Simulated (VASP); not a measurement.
# NbTe (P-6m2) in VASP: further runs

NbTe is run at these levels: revPBE, PBE; tasks: single point.

Program: VASP 6.6.1. These are calculated values, not measurements. Logs are shortened: lines on timing, memory, paths and dates and some standing lists are left out, and cuts for length are marked.

### Step 1. The cell of the first run

It takes space group P-6m2 (No. 187, hexagonal). Conventional cell: a = 3.703 Å, b = 3.703 Å, c = 3.694 Å, α = 90.00°, β = 90.00°, γ = 120.00°. Within 3.7 Å of Nb (site symmetry -6m2) lie 6 Te at 2.83 Å and 2 Nb at 3.69 Å. Te (site symmetry -6m2) has 6 Nb at 2.83 Å and 2 Te at 3.69 Å within 3.7 Å.

### Step 2. Single point, revPBE

The input, INCAR:

```
PREC = Accurate
ENCUT = 520
EDIFF = 1E-6
ISMEAR = 0
SIGMA = 0.1
LREAL = F
LASPH = T
NELM = 60
ALGO = Normal
ISIF = 2
LWAVE = F
LCHARG = F
GGA = RE
NBANDS = 16
```

The input, KPOINTS:

```
Automatic mesh
0
Gamma
  6 6 4
```

The input, POSCAR:

```
NbTe
1.0
    3.7029743866      0.0000000000      0.0000000000
   -1.8514871933      3.2068698884      0.0000000000
    0.0000000000      0.0000000000      3.6942110000
Nb Te
1 1
Direct
    0.0000000000      0.0000000000      0.5000000000
    0.6666666667      0.3333333333      0.0000000000
```

Potentials or basis: VASP PAW PBE potentials, release 64 (Nb_sv, Te).

Run with:

```sh
> cat potpaw_PBE.64/Nb_sv/POTCAR potpaw_PBE.64/Te/POTCAR > POTCAR
> mpirun -np 1 vasp_std > vasp.out
```

OUTCAR:

```text
PREC = Accurate
   ENCUT = 520
   EDIFF = 1E-6
   ISMEAR = 0
   LREAL = F
   LASPH = T
   NELM = 60
   ISIF = 2
   GGA = RE

 ion  position               nearest neighbor table
   1  0.000  0.000  0.500-   2 2.83   2 2.83   2 2.83   2 2.83   2 2.83   2 2.83
   2  0.667  0.333  0.000-   1 2.83   1 2.83   1 2.83   1 2.83   1 2.83   1 2.83

  LATTYP: Found a hexagonal cell.
 ALAT       =     3.7029743866
 C/A-ratio  =     0.9976334196

  Lattice vectors:

 A1 = (   3.7029743866,   0.0000000000,   0.0000000000)
 A2 = (  -1.8514871933,   3.2068698884,   0.0000000000)
 A3 = (   0.0000000000,   0.0000000000,   3.6942110000)

Analysis of symmetry for initial positions (statically):
=====================================================================
 Subroutine PRICEL returns:
 Original cell was already a primitive cell.

 Routine SETGRP: Setting up the symmetry group for a
 hexagonal supercell.

 Subroutine GETGRP returns: Found 12 space group operations
 (whereof 12 operations were pure point group operations)
 out of a pool of 24 trial point group operations.

The static configuration has the point symmetry D_3h.

Analysis of symmetry for dynamics (positions and initial velocities):
=====================================================================
 Subroutine PRICEL returns:
 Original cell was already a primitive cell.

 Routine SETGRP: Setting up the symmetry group for a
 hexagonal supercell.

 Subroutine GETGRP returns: Found 12 space group operations
 (whereof 12 operations were pure point group operations)
 out of a pool of 24 trial point group operations.

The dynamic configuration has the point symmetry D_3h.

 Subroutine INISYM returns: Found 12 space group operations
 (whereof 12 operations are pure point group operations),
 and found     1 'primitive' translations

----------------------------------------------------------------------------------------

                                     Primitive cell

  volume of cell :      43.8686

  direct lattice vectors                    reciprocal lattice vectors
     3.702974387  0.000000000  0.000000000     0.270053178  0.155915275  0.000000000
    -1.851487193  3.206869888  0.000000000     0.000000000  0.311830550  0.000000000
     0.000000000  0.000000000  3.694211000     0.000000000  0.000000000  0.270693796

  length of vectors
     3.702974387  3.702974387  3.694211000     0.311830550  0.311830550  0.270693796

  position of ions in fractional coordinates (direct lattice)
     0.000000000  0.000000000  0.500000000
     0.666666667  0.333333333  0.000000000

  ion indices of the primitive-cell ions
   primitive index   ion index
                 1           1
                 2           2

----------------------------------------------------------------------------------------

 KPOINTS: Automatic mesh

Automatic generation of k-mesh.
 Grid dimensions read from file:
 generate k-points for:    6    6    4

 Generating k-lattice:

  Cartesian coordinates                     Fractional coordinates (reciprocal lattice)
     0.045008863  0.025985879  0.000000000     0.166666667  0.000000000  0.000000000
     0.000000000  0.051971758  0.000000000     0.000000000  0.166666667  0.000000000
     0.000000000  0.000000000  0.067673449     0.000000000  0.000000000  0.250000000

  Length of vectors
     0.051971758  0.051971758  0.067673449

  Shift w.r.t. Gamma in fractional coordinates (k-lattice)
     0.000000000  0.000000000  0.000000000

 Subroutine IBZKPT returns following result:
 ===========================================

 Found     21 irreducible k-points:

 Following reciprocal coordinates:
            Coordinates               Weight
  0.000000  0.000000  0.000000      1.000000
  0.166667 -0.000000  0.000000      6.000000
  0.333333  0.000000  0.000000      6.000000
  0.500000 -0.000000  0.000000      3.000000
  0.166667  0.166667  0.000000      6.000000
  0.333333  0.166667  0.000000     12.000000
[... 13 lines left out ...]
  0.333333  0.166667  0.500000     12.000000
  0.333333  0.333333  0.500000      2.000000
   k-points           NKPTS =     21   k-points in BZ     NKDIM =     21   number of bands    NBANDS=     16
   number of dos      NEDOS =    301   number of ions     NIONS =      2
   total plane-waves  NPLWV =  21952
   dimension x,y,z NGX =    28 NGY =   28 NGZ =   28
   dimension x,y,z NGXF=    56 NGYF=   56 NGZF=   56
   ions per type =               1   1
   NGX,Y,Z   is equivalent  to a cutoff of  12.57, 12.57, 12.60 a.u.
   NGXF,Y,Z  is equivalent  to a cutoff of  25.14, 25.14, 25.20 a.u.
 SYSTEM =  unknown system
   PREC   = accura    normal or accurate (medium, high low for compatibility)
   ISTART =      0    job   : 0-new  1-cont  2-samecut
   ICHARG =      2    charge: 1-file 2-atom 10-const
   ISPIN  =      1    spin polarized calculation?
   LNONCOLLINEAR =      F non collinear calculations
   LSORBIT =      F    spin-orbit coupling
   LASPH  =      T    aspherical Exc in radial PAW
   ENCUT  =  520.0 eV  38.22 Ry    6.18 a.u.   6.89  6.89  6.87*2*pi/ulx,y,z
   NELM   =     60;   NELMIN=  2; NELMDL= -5     # of ELM steps
   EDIFF  = 0.1E-05   stopping-criterion for ELM
   LREAL  =      F    real-space projection
   EDIFFG = 0.1E-04   stopping-criterion for IOM
   NSW    =      0    number of steps for IOM
   IBRION =     -1    ionic relax: 0-MD 1-quasi-New 2-CG
   NFREE  =      0    steps in history (QN), initial steepest desc. (CG)
   ISIF   =      2    stress and relaxation
   ISYM   =      2    0-nonsym 1-usesym 2-fastsym
   POTIM  = 0.5000    time-step for ionic-motion
   TEBEG  =    0.0;   TEEND  =   0.0 temperature during run
   PSTRESS=    0.0 pullay stress
   NELECT =      19.0000    total number of electrons
   NUPDOWN=      -1.0000    fix difference up-down
   EMIN   =  10.00;   EMAX   =-10.00  energy-range for DOS
   EFERMI =   0.00;   METHOD = LEGACY
   ISMEAR =     0;   SIGMA  =   0.10  broadening in eV -4-tet -1-fermi 0-gaus
   EFERMI_NEDOS =   21; number of points for ismear=-14 and -15
   IALGO  =     38    algorithm
   IMIX   =      4    mixing-type and parameters
     AMIX     =   0.40;   BMIX     =  1.00
     AMIX_MAG =   1.60;   BMIX_MAG =  1.00
  volume/ion in A,a.u.               =      21.93       148.02
  Fermi-wavevector in a.u.,A,eV,Ry     =   1.238630  2.340671 20.874103  1.534203
  Thomas-Fermi vector in A             =   2.373147
   LORBIT       =      0    0 simple, 1 ext, 2 COOP (PROOUT), +10 PAW based schemes
   GGA     = RE    functional components
   LHFCALC =     F    Hartree Fock is set to
   AEXX    =    0.0000 exact exchange contribution
   IVDW    =     0    specifies the selected vdW correction
   LEPSILON=     F    determine dielectric tensor
   LRPA    =     F    only Hartree local field effects (RPA)
 non-spin polarized calculation
 Gauss-broadening in eV      SIGMA  =   0.10
  energy-cutoff  :      520.00
  volume of cell :       43.87
 maximum number of plane-waves:      1200
 NGX is ok and might be reduce to    28
   NGX = 13   NGY = 13   NGZ = 13

 number of electron      18.9999998 magnetization

 Free energy of the ion-electron system (eV)
  ---------------------------------------------------
  ext. energy  EPLUGINS =         0.00000000
  ---------------------------------------------------
  free energy    TOTEN  =       -12.87677835 eV

  energy without entropy =      -12.86870538  energy(sigma->0) =      -12.87274187

 E-fermi :  11.1761     XC(G=0): -11.2354

 val. band max:       11.1467999373   @ k =   0.1667  -0.0000   0.0000
 cond. band min:      11.2277773736   @ k =   0.3333   0.0000   0.2500
 fundamental gap:      0.0809774363
 Fermi energy:        11.1760792701

 k-point     1 :       0.0000    0.0000    0.0000
  band No.  band energies     occupation
      1     -44.5023      2.00000
      2     -20.6724      2.00000
      3     -20.5198      2.00000
      4     -20.5198      2.00000
      5      -3.1356      2.00000
      6       7.9419      2.00000
[... 8 lines left out ...]
     15      17.0105      0.00000
     16      18.0924      0.00000

 k-point     2 :       0.1667   -0.0000    0.0000
  band No.  band energies     occupation
      1     -44.5001      2.00000
      2     -20.6669      2.00000
      3     -20.5533      2.00000
      4     -20.5277      2.00000
      5      -2.8072      2.00000
      6       6.7195      2.00000
[... 8 lines left out ...]
     15      17.0746      0.00000
     16      19.2738      0.00000

 k-point     3 :       0.3333    0.0000    0.0000
  band No.  band energies     occupation
      1     -44.4958      2.00000
      2     -20.6557      2.00000
      3     -20.6195      2.00000
      4     -20.5435      2.00000
      5      -2.0044      2.00000
      6       4.8591      2.00000
[... 8 lines left out ...]
     15      17.9164      0.00000
     16      19.7543      0.00000

 k-point     4 :       0.5000   -0.0000    0.0000
  band No.  band energies     occupation
      1     -44.4936      2.00000
      2     -20.6522      2.00000
      3     -20.6501      2.00000
      4     -20.5514      2.00000
      5      -1.4712      2.00000
      6       3.9139      2.00000
[... 8 lines left out ...]
     15      16.8162      0.00000
     16      19.8316      0.00000
[... 267 lines left out ...]
 k-point    19 :       0.1667    0.1667    0.5000
  band No.  band energies     occupation
      1     -44.4918      2.00000
      2     -20.7617      2.00000
      3     -20.5805      2.00000
      4     -20.5327      2.00000
      5      -1.3988      2.00000
      6       4.5328      2.00000
[... 8 lines left out ...]
     15      17.2202      0.00000
     16      17.8124      0.00000

 k-point    20 :       0.3333    0.1667    0.5000
  band No.  band energies     occupation
      1     -44.4886      2.00000
      2     -20.7477      2.00000
      3     -20.6160      2.00000
      4     -20.5524      2.00000
      5      -1.0922      2.00000
      6       5.1333      2.00000
[... 8 lines left out ...]
     15      16.2416      0.00000
     16      17.2579      0.00000

 k-point    21 :       0.3333    0.3333    0.5000
  band No.  band energies     occupation
      1     -44.4875      2.00000
      2     -20.7431      2.00000
      3     -20.6029      2.00000
      4     -20.5841      2.00000
      5      -0.9656      2.00000
      6       4.8561      2.00000
[... 8 lines left out ...]
     15      14.8665      0.00000
     16      19.7333      0.00000

------------------------ aborting loop because EDIFF is reached ----------------------------------------

  FORCE on cell =-STRESS in cart. coord.  units (eV):
  Direction    XX          YY          ZZ          XY          YZ          ZX
  --------------------------------------------------------------------------------------
  -------------------------------------------------------------------------------------
  Total       -0.0551080     -0.0551080      0.6333040     -0.0000000      0.0000000      0.0000000
  in kB       -2.0126637     -2.0126637     23.1296499     -0.0000000      0.0000000      0.0000000
  external PRESSURE =       6.3681075 kB  Pullay stress =       0.0000000 kB

 VOLUME and BASIS-vectors are now :
 -----------------------------------------------------------------------------
  energy-cutoff  :      520.00
  volume of cell :       43.87
      direct lattice vectors                 reciprocal lattice vectors
     3.702974387  0.000000000  0.000000000     0.270053178  0.155915275  0.000000000
    -1.851487193  3.206869888  0.000000000     0.000000000  0.311830550  0.000000000
     0.000000000  0.000000000  3.694211000     0.000000000  0.000000000  0.270693796

 POSITION                                       TOTAL-FORCE (eV/Angst)
 -----------------------------------------------------------------------------------
      0.00000      0.00000      1.84711         0.000000      0.000000      0.000000
      1.85149      1.06896      0.00000        -0.000000      0.000000      0.000000
 -----------------------------------------------------------------------------------
    total drift:                               -0.000000      0.000000     -0.000000

  FREE ENERGIE OF THE ION-ELECTRON SYSTEM (eV)
  ---------------------------------------------------
  free  energy   TOTEN  =       -12.8767783545 eV

  energy  without entropy=      -12.8687053839  energy(sigma->0) =      -12.87274187
```

Run time: 12 s. Hardware: 1 thread of Intel Xeon 6975P-C, shared host; peak memory 0.16 GiB.

Results:

* Free energy: -12.8768 eV
* Pressure: 0.6 GPa

Stress tensor (GPa, compression positive):
```
-0.20  0.00  0.00
 0.00 -0.20  0.00
 0.00  0.00  2.31
```

Caveat: the k points lie up to 0.43 Å⁻¹ apart; the PAW data sets were made with another functional, which shifts forces and pressure a little; spin-orbit coupling is left out, which moves the levels of the heavy elements.

[end of part 1 of 2]
